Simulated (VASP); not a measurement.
# CdS (P6_3mc) in VASP: notebook, part 2 of 2

VASP 6.6.1. The steps go on from the part before.

### 3 Single point, PBE

Contents of INCAR:

```
PREC = Accurate ; ENCUT = 520
EDIFF = 1E-6 ; ISMEAR = 0
SIGMA = 0.01 ; LREAL = F
LASPH = T ; NELM = 60
ALGO = Normal ; ISIF = 2
LWAVE = F ; LCHARG = F
GGA = PE ; NBANDS = 26
```

Contents of KPOINTS:

```
Automatic mesh
0
Gamma
  6 6 4
```

Contents of POSCAR:

```
CdS
1.0
    4.1500000000      0.0000000000      0.0000000000
   -2.0750000000      3.5940100000      0.0000000000
    0.0000000000      0.0000000000      6.7370000000
Cd S
2 2
Direct
    0.3333333333      0.6666666667      0.0000000000
    0.6666666667      0.3333333333      0.5000000000
    0.3333333333      0.6666666667      0.3750000000
    0.6666666667      0.3333333333      0.8750000000
```

Potentials or basis: VASP PAW PBE potentials, release 64 (Cd, S).

Command:

```sh
cat potpaw_PBE.64/Cd/POTCAR potpaw_PBE.64/S/POTCAR > POTCAR
mpirun -np 1 vasp_std > vasp.out
```

OUTCAR:

```text
PREC = Accurate
   ENCUT = 520
   EDIFF = 1E-6
   ISMEAR = 0
   LREAL = F
   LASPH = T
   NELM = 60
   ISIF = 2
   GGA = PE

 ion  position               nearest neighbor table
   1  0.333  0.667  0.000-   3 2.53   4 2.54   4 2.54   4 2.54
   2  0.667  0.333  0.500-   4 2.53   3 2.54   3 2.54   3 2.54
   3  0.333  0.667  0.375-   1 2.53   2 2.54   2 2.54   2 2.54
   4  0.667  0.333  0.875-   2 2.53   1 2.54   1 2.54   1 2.54

  LATTYP: Found a hexagonal cell.
 ALAT       =     4.1500000000
 C/A-ratio  =     1.6233734940

  Lattice vectors:

 A1 = (   4.1500000000,   0.0000000000,   0.0000000000)
 A2 = (  -2.0750000000,   3.5940100000,   0.0000000000)
 A3 = (   0.0000000000,   0.0000000000,   6.7370000000)

Analysis of symmetry for initial positions (statically):
=====================================================================
 Subroutine PRICEL returns:
 Original cell was already a primitive cell.

 Routine SETGRP: Setting up the symmetry group for a
 hexagonal supercell.

 Subroutine GETGRP returns: Found 12 space group operations
 (whereof  6 operations were pure point group operations)
 out of a pool of 24 trial point group operations.

The static configuration has the point symmetry C_3v.
 The point group associated with its full space group is C_6v.

Analysis of symmetry for dynamics (positions and initial velocities):
=====================================================================
 Subroutine PRICEL returns:
 Original cell was already a primitive cell.

 Routine SETGRP: Setting up the symmetry group for a
 hexagonal supercell.

 Subroutine GETGRP returns: Found 12 space group operations
 (whereof  6 operations were pure point group operations)
 out of a pool of 24 trial point group operations.

The dynamic configuration has the point symmetry C_3v.
 The point group associated with its full space group is C_6v.

 Subroutine INISYM returns: Found 12 space group operations
 (whereof  6 operations are pure point group operations),
 and found     1 'primitive' translations

----------------------------------------------------------------------------------------

                                     Primitive cell

  volume of cell :     100.4833

  direct lattice vectors                    reciprocal lattice vectors
     4.150000000  0.000000000  0.000000000     0.240963855  0.139120370  0.000000000
    -2.075000000  3.594010000  0.000000000     0.000000000  0.278240739  0.000000000
     0.000000000  0.000000000  6.737000000     0.000000000  0.000000000  0.148434021

  length of vectors
     4.150000000  4.150003961  6.737000000     0.278241005  0.278240739  0.148434021

  position of ions in fractional coordinates (direct lattice)
     0.333333333  0.666666667  0.000000000
     0.666666667  0.333333333  0.500000000
     0.333333333  0.666666667  0.375000000
     0.666666667  0.333333333  0.875000000

  ion indices of the primitive-cell ions
   primitive index   ion index
                 1           1
                 2           2
                 3           3
                 4           4

----------------------------------------------------------------------------------------

 KPOINTS: Automatic mesh

Automatic generation of k-mesh.
 Grid dimensions read from file:
 generate k-points for:    6    6    4

 Generating k-lattice:

  Cartesian coordinates                     Fractional coordinates (reciprocal lattice)
     0.040160643  0.023186728  0.000000000     0.166666667  0.000000000  0.000000000
     0.000000000  0.046373457  0.000000000     0.000000000  0.166666667  0.000000000
     0.000000000  0.000000000  0.037108505     0.000000000  0.000000000  0.250000000

  Length of vectors
     0.046373501  0.046373457  0.037108505

  Shift w.r.t. Gamma in fractional coordinates (k-lattice)
     0.000000000  0.000000000  0.000000000

 Subroutine IBZKPT returns following result:
 ===========================================

 Found     21 irreducible k-points:

 Following reciprocal coordinates:
            Coordinates               Weight
  0.000000  0.000000  0.000000      1.000000
  0.166667  0.000000  0.000000      6.000000
  0.333333 -0.000000  0.000000      6.000000
  0.500000 -0.000000  0.000000      3.000000
  0.166667  0.166667  0.000000      6.000000
  0.333333  0.166667  0.000000     12.000000
[... 13 lines left out ...]
  0.333333  0.166667  0.500000     12.000000
  0.333333  0.333333  0.500000      2.000000
   k-points           NKPTS =     21   k-points in BZ     NKDIM =     21   number of bands    NBANDS=     26
   number of dos      NEDOS =    301   number of ions     NIONS =      4
   total plane-waves  NPLWV =  51200
   dimension x,y,z NGX =    32 NGY =   32 NGZ =   50
   dimension x,y,z NGXF=    64 NGYF=   64 NGZF=  100
   ions per type =               2   2
   NGX,Y,Z   is equivalent  to a cutoff of  12.82, 12.82, 12.34 a.u.
   NGXF,Y,Z  is equivalent  to a cutoff of  25.64, 25.64, 24.68 a.u.
 SYSTEM =  unknown system
   PREC   = accura    normal or accurate (medium, high low for compatibility)
   ISTART =      0    job   : 0-new  1-cont  2-samecut
   ICHARG =      2    charge: 1-file 2-atom 10-const
   ISPIN  =      1    spin polarized calculation?
   LNONCOLLINEAR =      F non collinear calculations
   LSORBIT =      F    spin-orbit coupling
   LASPH  =      T    aspherical Exc in radial PAW
   ENCUT  =  520.0 eV  38.22 Ry    6.18 a.u.   7.72  7.72 12.53*2*pi/ulx,y,z
   NELM   =     60;   NELMIN=  2; NELMDL= -5     # of ELM steps
   EDIFF  = 0.1E-05   stopping-criterion for ELM
   LREAL  =      F    real-space projection
   EDIFFG = 0.1E-04   stopping-criterion for IOM
   NSW    =      0    number of steps for IOM
   IBRION =     -1    ionic relax: 0-MD 1-quasi-New 2-CG
   NFREE  =      0    steps in history (QN), initial steepest desc. (CG)
   ISIF   =      2    stress and relaxation
   ISYM   =      2    0-nonsym 1-usesym 2-fastsym
   POTIM  = 0.5000    time-step for ionic-motion
   TEBEG  =    0.0;   TEEND  =   0.0 temperature during run
   PSTRESS=    0.0 pullay stress
   NELECT =      36.0000    total number of electrons
   NUPDOWN=      -1.0000    fix difference up-down
   EMIN   =  10.00;   EMAX   =-10.00  energy-range for DOS
   EFERMI =   0.00;   METHOD = LEGACY
   ISMEAR =     0;   SIGMA  =   0.01  broadening in eV -4-tet -1-fermi 0-gaus
   EFERMI_NEDOS =   21; number of points for ismear=-14 and -15
   IALGO  =     38    algorithm
   IMIX   =      4    mixing-type and parameters
     AMIX     =   0.40;   BMIX     =  1.00
     AMIX_MAG =   1.60;   BMIX_MAG =  1.00
  volume/ion in A,a.u.               =      25.12       169.52
  Fermi-wavevector in a.u.,A,eV,Ry     =   1.162727  2.197235 18.394174  1.351934
  Thomas-Fermi vector in A             =   2.299285
   LORBIT       =      0    0 simple, 1 ext, 2 COOP (PROOUT), +10 PAW based schemes
   GGA     = PE    functional components
   LHFCALC =     F    Hartree Fock is set to
   AEXX    =    0.0000 exact exchange contribution
   IVDW    =     0    specifies the selected vdW correction
   LEPSILON=     F    determine dielectric tensor
   LRPA    =     F    only Hartree local field effects (RPA)
 non-spin polarized calculation
 Gauss-broadening in eV      SIGMA  =   0.01
  energy-cutoff  :      520.00
  volume of cell :      100.48
 maximum number of plane-waves:      2731
 NGX is ok and might be reduce to    32
   NGX = 15   NGY = 15   NGZ = 25

 number of electron      35.9999997 magnetization

 Free energy of the ion-electron system (eV)
  ---------------------------------------------------
  ext. energy  EPLUGINS =         0.00000000
  ---------------------------------------------------
  free energy    TOTEN  =       -12.26566253 eV

  energy without entropy =      -12.26566253  energy(sigma->0) =      -12.26566253

 E-fermi :   1.2988     XC(G=0):  -9.0849

 val. band max:        1.2063516059   @ k =   0.0000   0.0000   0.0000
 cond. band min:       2.4047438266   @ k =   0.0000   0.0000   0.0000
 fundamental gap:      1.1983922207
 Fermi energy:         1.2987770756

 k-point     1 :       0.0000    0.0000    0.0000
  band No.  band energies     occupation
      1     -11.0903      2.00000
      2     -10.6655      2.00000
      3      -6.4674      2.00000
      4      -6.4454      2.00000
      5      -6.4453      2.00000
      6      -6.3600      2.00000
[... 598 lines left out ...]
     25      10.5398      0.00000
     26      10.5398      0.00000

------------------------ aborting loop because EDIFF is reached ----------------------------------------

  FORCE on cell =-STRESS in cart. coord.  units (eV):
  Direction    XX          YY          ZZ          XY          YZ          ZX
  --------------------------------------------------------------------------------------
  -------------------------------------------------------------------------------------
  Total        1.3785312      1.3785347      1.7828585      0.0000000      0.0000000      0.0000000
  in kB       21.9802819     21.9803378     28.4271633      0.0000000      0.0000000      0.0000000
  external PRESSURE =      24.1292610 kB  Pullay stress =       0.0000000 kB

 VOLUME and BASIS-vectors are now :
 -----------------------------------------------------------------------------
  energy-cutoff  :      520.00
  volume of cell :      100.48
      direct lattice vectors                 reciprocal lattice vectors
     4.150000000  0.000000000  0.000000000     0.240963855  0.139120370  0.000000000
    -2.075000000  3.594010000  0.000000000     0.000000000  0.278240739  0.000000000
     0.000000000  0.000000000  6.737000000     0.000000000  0.000000000  0.148434021

 POSITION                                       TOTAL-FORCE (eV/Angst)
 -----------------------------------------------------------------------------------
     -0.00000      2.39601      0.00000         0.000000      0.000000     -0.068604
      2.07500      1.19800      3.36850        -0.000000      0.000000     -0.068604
     -0.00000      2.39601      2.52637         0.000000      0.000000      0.068604
      2.07500      1.19800      5.89487        -0.000000      0.000000      0.068604
 -----------------------------------------------------------------------------------
    total drift:                               -0.000000     -0.000000     -0.000655

  FREE ENERGIE OF THE ION-ELECTRON SYSTEM (eV)
  ---------------------------------------------------
  free  energy   TOTEN  =       -12.2656625310 eV

  energy  without entropy=      -12.2656625310  energy(sigma->0) =      -12.26566253
```

OSZICAR:

```text
N       E                     dE             d eps       ncg     rms          rms(c)
DAV:   1     0.244253818302E+03    0.24425E+03   -0.17457E+04  1092   0.127E+03
DAV:   2    -0.403568724141E-01   -0.24429E+03   -0.23612E+03  1190   0.318E+02
DAV:   3    -0.132207603573E+02   -0.13180E+02   -0.13108E+02  1302   0.734E+01
DAV:   4    -0.133530109491E+02   -0.13225E+00   -0.13212E+00  1210   0.715E+00
DAV:   5    -0.133550946216E+02   -0.20837E-02   -0.20836E-02  1302   0.893E-01    0.112E+01
DAV:   6    -0.122889121576E+02    0.10662E+01   -0.19033E+00  1434   0.142E+01    0.885E+00
DAV:   7    -0.122695934015E+02    0.19319E-01   -0.72923E-01  1148   0.455E+00    0.397E+00
DAV:   8    -0.122665376874E+02    0.30557E-02   -0.87279E-02  1188   0.293E+00    0.544E-01
DAV:   9    -0.122653111505E+02    0.12265E-02   -0.14549E-02  1214   0.150E+00    0.156E-01
DAV:  10    -0.122655072229E+02   -0.19607E-03   -0.12317E-03  1174   0.356E-01    0.115E-01
DAV:  11    -0.122656597938E+02   -0.15257E-03   -0.28928E-04  1236   0.119E-01    0.835E-02
DAV:  12    -0.122656580256E+02    0.17682E-05   -0.15154E-04  1134   0.950E-02    0.155E-02
DAV:  13    -0.122656618707E+02   -0.38452E-05   -0.18717E-05  1270   0.266E-02    0.603E-03
DAV:  14    -0.122656625310E+02   -0.66026E-06   -0.23974E-06   962   0.141E-02
   1 F= -.12265663E+02 E0= -.12265663E+02  d E =-.621179E-41
```

Run time: 71 s. Hardware: 1 thread of AMD EPYC 7R43 (Zen 3), shared host; peak memory 0.19 GiB.

Results:

| Quantity | Value |
| --- | --- |
| Free energy | -12.2657 eV |
| Pressure | 2.4 GPa |
| Largest force | 0.069 eV/Å |
| Band gap on the k mesh | 1.20 eV |

Forces on the atoms (eV/Å):
```
Cd   0.000  0.000 -0.069
Cd   0.000  0.000 -0.069
S    0.000  0.000  0.069
S    0.000  0.000  0.069
```

Expect the measured gap to be larger: semilocal functionals such as PBE lack the derivative discontinuity.
